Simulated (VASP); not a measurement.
# ZrSi2 (Cmcm) in VASP: further runs, part 2 of 2

VASP 6.6.1.

## 4. Single point, PBE (strain +0.030 along x and y, +0.030 along z)

Contents of INCAR:

```
SYSTEM = ZrSi2
PREC     = Accurate       ! precision mode
ENCUT    = 520            ! plane-wave cutoff, eV
EDIFF    = 1E-6           ! SCF threshold, eV
ISMEAR   = 0              ! smearing method
SIGMA    = 0.15           ! smearing width, eV
LREAL    = .False.        ! projectors in reciprocal space
LASPH    = .True.         ! aspherical terms in the spheres
NELM     = 60             ! most SCF steps
ALGO     = Fast           ! electronic algorithm
ISIF     = 2              ! what is computed and relaxed
LWAVE    = .False.        ! write WAVECAR
LCHARG   = .False.        ! write CHGCAR
GGA      = PE             ! functional
NBANDS   = 29             ! bands
```

Contents of KPOINTS:

```
Automatic mesh
0
Gamma
  14 14 14
  0 0 0
```

Contents of POSCAR:

```
ZrSi2
1.0
    1.9081680440     -7.6158335315      0.0000000000
    1.9081680440      7.6158335315      0.0000000000
    0.0000000000      0.0000000000      3.7894441633
Zr Si
2 4
Direct
    0.8946665379      0.1053334621      0.7500000000
    0.1053334621      0.8946665379      0.2500000000
    0.5530999448      0.4469000552      0.7500000000
    0.4469000552      0.5530999448      0.2500000000
    0.2503123054      0.7496876946      0.7500000000
    0.7496876946      0.2503123054      0.2500000000
```

Potentials or basis: VASP PAW PBE potentials, release 64 (Zr_sv, Si).

Started as:

```sh
$ cat potpaw_PBE.64/Zr_sv/POTCAR potpaw_PBE.64/Si/POTCAR > POTCAR
$ mpirun -np 1 vasp_std > vasp.out
```

OUTCAR:

```text
SYSTEM = ZrSi2
   PREC = Accurate
   ENCUT = 520
   EDIFF = 1E-6
   ISMEAR = 0
   LREAL = .False.
   LASPH = .True.
   NELM = 60
   ISIF = 2
   GGA = PE

 ion  position               nearest neighbor table
   1  0.895  0.105  0.750-   4 2.80   4 2.80   4 2.80   4 2.80   6 2.91   6 2.91   5 2.91   5 2.91
                             3 3.08   3 3.08   2 3.73   2 3.73
   2  0.105  0.895  0.250-   3 2.80   3 2.80   3 2.80   3 2.80   5 2.91   5 2.91   6 2.91   6 2.91
                             4 3.08   4 3.08   1 3.73   1 3.73
   3  0.553  0.447  0.750-   4 2.49   4 2.49   2 2.80   2 2.80   2 2.80   2 2.80   1 3.08   1 3.08

   4  0.447  0.553  0.250-   3 2.49   3 2.49   1 2.80   1 2.80   1 2.80   1 2.80   2 3.08   2 3.08

   5  0.250  0.750  0.750-   6 2.69   6 2.69   6 2.69   6 2.69   2 2.91   2 2.91   1 2.91   1 2.91

   6  0.750  0.250  0.250-   5 2.69   5 2.69   5 2.69   5 2.69   1 2.91   1 2.91   2 2.91   2 2.91

  LATTYP: Found a base centered orthorhombic cell.
 ALAT       =     3.8163360880
 B/A-ratio  =     3.9911754918
 C/A-ratio  =     0.9929534705

  Lattice vectors:

 A1 = (   1.9081680440,  -7.6158335315,   0.0000000000)
 A2 = (   1.9081680440,   7.6158335315,   0.0000000000)
 A3 = (   0.0000000000,   0.0000000000,   3.7894441633)

Analysis of symmetry for initial positions (statically):
=====================================================================
 Subroutine PRICEL returns:
 Original cell was already a primitive cell.

 Routine SETGRP: Setting up the symmetry group for a
 base centered orthorhombic supercell.

 Subroutine GETGRP returns: Found  8 space group operations
 (whereof  4 operations were pure point group operations)
 out of a pool of  8 trial point group operations.

The static configuration has the point symmetry C_2h.
 The point group associated with its full space group is D_2h.

Analysis of symmetry for dynamics (positions and initial velocities):
=====================================================================
 Subroutine PRICEL returns:
 Original cell was already a primitive cell.

 Routine SETGRP: Setting up the symmetry group for a
 base centered orthorhombic supercell.

 Subroutine GETGRP returns: Found  8 space group operations
 (whereof  4 operations were pure point group operations)
 out of a pool of  8 trial point group operations.

The dynamic configuration has the point symmetry C_2h.
 The point group associated with its full space group is D_2h.

 Subroutine INISYM returns: Found  8 space group operations
 (whereof  4 operations are pure point group operations),
 and found     1 'primitive' translations

----------------------------------------------------------------------------------------

                                     Primitive cell

  volume of cell :     110.1386

  direct lattice vectors                    reciprocal lattice vectors
     1.908168044 -7.615833531  0.000000000     0.262031429 -0.065652696  0.000000000
     1.908168044  7.615833531  0.000000000     0.262031429  0.065652696  0.000000000
     0.000000000  0.000000000  3.789444163     0.000000000  0.000000000  0.263890945

  length of vectors
     7.851243574  7.851243574  3.789444163     0.270130980  0.270130980  0.263890945

  position of ions in fractional coordinates (direct lattice)
     0.894666538  0.105333462  0.750000000
     0.105333462  0.894666538  0.250000000
[... 46 lines left out ...]
  0.285714  0.000000  0.000000      4.000000
  0.357143  0.000000  0.000000      4.000000
[... 16 lines left out ...]
  0.214286  0.142857  0.000000      4.000000
  0.285714  0.142857  0.000000      4.000000
 [... further k-points ...]
   k-points           NKPTS =    456   k-points in BZ     NKDIM =    456   number of bands    NBANDS=     29
   number of dos      NEDOS =    301   number of ions     NIONS =      6
   total plane-waves  NPLWV = 100800
   dimension x,y,z NGX =    60 NGY =   60 NGZ =   28
   dimension x,y,z NGXF=   120 NGYF=  120 NGZF=   56
   ions per type =               2   4
   NGX,Y,Z   is equivalent  to a cutoff of  12.70, 12.70, 12.28 a.u.
   NGXF,Y,Z  is equivalent  to a cutoff of  25.41, 25.41, 24.57 a.u.
 SYSTEM =  ZrSi2
   PREC   = accura    normal or accurate (medium, high low for compatibility)
   ISTART =      0    job   : 0-new  1-cont  2-samecut
   ICHARG =      2    charge: 1-file 2-atom 10-const
   ISPIN  =      1    spin polarized calculation?
   LNONCOLLINEAR =      F non collinear calculations
   LSORBIT =      F    spin-orbit coupling
   LASPH  =      T    aspherical Exc in radial PAW
   ENCUT  =  520.0 eV  38.22 Ry    6.18 a.u.  14.60 14.60  7.05*2*pi/ulx,y,z
   NELM   =     60;   NELMIN=  2; NELMDL= -5     # of ELM steps
   EDIFF  = 0.1E-05   stopping-criterion for ELM
   LREAL  =      F    real-space projection
   EDIFFG = 0.1E-04   stopping-criterion for IOM
   NSW    =      0    number of steps for IOM
   IBRION =     -1    ionic relax: 0-MD 1-quasi-New 2-CG
   NFREE  =      0    steps in history (QN), initial steepest desc. (CG)
   ISIF   =      2    stress and relaxation
   ISYM   =      2    0-nonsym 1-usesym 2-fastsym
   POTIM  = 0.5000    time-step for ionic-motion
   TEBEG  =    0.0;   TEEND  =   0.0 temperature during run
   PSTRESS=    0.0 pullay stress
   NELECT =      40.0000    total number of electrons
   NUPDOWN=      -1.0000    fix difference up-down
   EMIN   =  10.00;   EMAX   =-10.00  energy-range for DOS
   EFERMI =   0.00;   METHOD = LEGACY
   ISMEAR =     0;   SIGMA  =   0.15  broadening in eV -4-tet -1-fermi 0-gaus
   EFERMI_NEDOS =   21; number of points for ismear=-14 and -15
   IALGO  =     68    algorithm
   IMIX   =      4    mixing-type and parameters
     AMIX     =   0.40;   BMIX     =  1.00
     AMIX_MAG =   1.60;   BMIX_MAG =  1.00
  volume/ion in A,a.u.               =      18.36       123.88
  Fermi-wavevector in a.u.,A,eV,Ry     =   1.168015  2.207228 18.561861  1.364258
  Thomas-Fermi vector in A             =   2.304507
   LORBIT       =      0    0 simple, 1 ext, 2 COOP (PROOUT), +10 PAW based schemes
   GGA     = PE    functional components
   LHFCALC =     F    Hartree Fock is set to
   AEXX    =    0.0000 exact exchange contribution
   IVDW    =     0    specifies the selected vdW correction
   LEPSILON=     F    determine dielectric tensor
   LRPA    =     F    only Hartree local field effects (RPA)
 non-spin polarized calculation
 RMM-DIIS sequential band-by-band and
 Gauss-broadening in eV      SIGMA  =   0.15
  energy-cutoff  :      520.00
  volume of cell :      110.14
 maximum number of plane-waves:      2994
   NGX = 29   NGY = 29   NGZ = 15

 number of electron      40.0000000 magnetization

 Free energy of the ion-electron system (eV)
  ---------------------------------------------------
  ext. energy  EPLUGINS =         0.00000000
  ---------------------------------------------------
  free energy    TOTEN  =       -42.42637981 eV

  energy without entropy =      -42.40817653  energy(sigma->0) =      -42.41727817

 E-fermi :   8.9283     XC(G=0): -10.8684

 val. band max:        8.9280248048   @ k =   0.3571   0.2857   0.1429
 cond. band min:       8.9306783965   @ k =   0.4286   0.2857   0.0714
 fundamental gap:      0.0026535917
 Fermi energy:         8.9282889196

 k-point     1 :       0.0000    0.0000    0.0000
  band No.  band energies     occupation
      1     -40.1582      2.00000
      2     -40.1506      2.00000
      3     -18.2948      2.00000
      4     -18.2038      2.00000
      5     -18.1892      2.00000
      6     -18.1851      2.00000
[... 757 lines left out ...]
     28      12.0376      0.00000
     29      12.6477      0.00000

 [... further k-points ...]

------------------------ aborting loop because EDIFF is reached ----------------------------------------

  FORCE on cell =-STRESS in cart. coord.  units (eV):
  Direction    XX          YY          ZZ          XY          YZ          ZX
  --------------------------------------------------------------------------------------
  -------------------------------------------------------------------------------------
  Total       -6.5104333     -5.9197874     -7.2094974      0.0000000      0.0000000      0.0000000
  in kB      -94.7067450    -86.1146664   -104.8759730      0.0000000      0.0000000      0.0000000
  external PRESSURE =     -95.2324615 kB  Pullay stress =       0.0000000 kB

 VOLUME and BASIS-vectors are now :
 -----------------------------------------------------------------------------
  energy-cutoff  :      520.00
  volume of cell :      110.14
      direct lattice vectors                 reciprocal lattice vectors
     1.908168044 -7.615833531  0.000000000     0.262031429 -0.065652696  0.000000000
     1.908168044  7.615833531  0.000000000     0.262031429  0.065652696  0.000000000
     0.000000000  0.000000000  3.789444163     0.000000000  0.000000000  0.263890945

 POSITION                                       TOTAL-FORCE (eV/Angst)
 -----------------------------------------------------------------------------------
      1.90817     -6.01143      2.84208         0.000000      0.155685     -0.000000
      1.90817      6.01143      0.94736         0.000000     -0.155685     -0.000000
      1.90817     -0.80880      2.84208         0.000000      0.165041      0.000000
      1.90817      0.80880      0.94736         0.000000     -0.165041     -0.000000
      1.90817      3.80316      2.84208         0.000000      0.006876     -0.000000
      1.90817     -3.80316      0.94736         0.000000     -0.006876      0.000000
 -----------------------------------------------------------------------------------
    total drift:                                0.000000     -0.000000     -0.000000

  FREE ENERGIE OF THE ION-ELECTRON SYSTEM (eV)
  ---------------------------------------------------
  free  energy   TOTEN  =       -42.4263798068 eV

  energy  without entropy=      -42.4081765269  energy(sigma->0) =      -42.41727817
```

Run time: 2.1 h. Hardware: 1 thread of Oxide Virtual Turin-like, shared host; peak memory 1.2 GiB.

Results:

* Free energy: -42.4264 eV
* Pressure: -9.5 GPa
* Largest force: 0.165 eV/Å
* Band gap on the k mesh: zero (bands 20 and 21 overlap by 0.66 eV)

Forces on the atoms (eV/Å):
```
Zr   0.000  0.156  0.000
Zr   0.000 -0.156  0.000
Si   0.000  0.165  0.000
Si   0.000 -0.165  0.000
Si   0.000  0.007  0.000
Si   0.000 -0.007  0.000
```

Caveat: the cell differs from its parent crystal (strain +0.030 along x and y, +0.030 along z); the cell stands under tension.

## 5. Overview

| cell | gap on the mesh (eV) | pressure (GPa) | largest force (eV/Å) |
| --- | --- | --- | --- |
| a = 7.394, b = 7.394, c = 3.624 Å, angles 90.0, 90.0, 151.9°, 6 atoms | none | 11.4 | 0.24 |
| a = 7.851, b = 7.851, c = 3.569 Å, angles 90.0, 90.0, 151.9°, 6 atoms | none | -2.5 | 0.20 |
| a = 7.851, b = 7.851, c = 3.789 Å, angles 90.0, 90.0, 151.9°, 6 atoms | none | -9.5 | 0.17 |

Alike in all rows: task single point; level PBE; potentials or basis VASP PAW PBE potentials, release 64 (Zr_sv, Si); no spin polarisation; k mesh 14 × 14 × 14; cutoff (eV) 520; smearing gaussian 0.15 eV.

Caveats: the cell stands under pressure (at least some runs); the stress differs along the axes, from -6 to 4 GPa (at least some runs); the cell stands under tension (at least some runs).

Absolute energies hang on the potentials; compare differences alone.
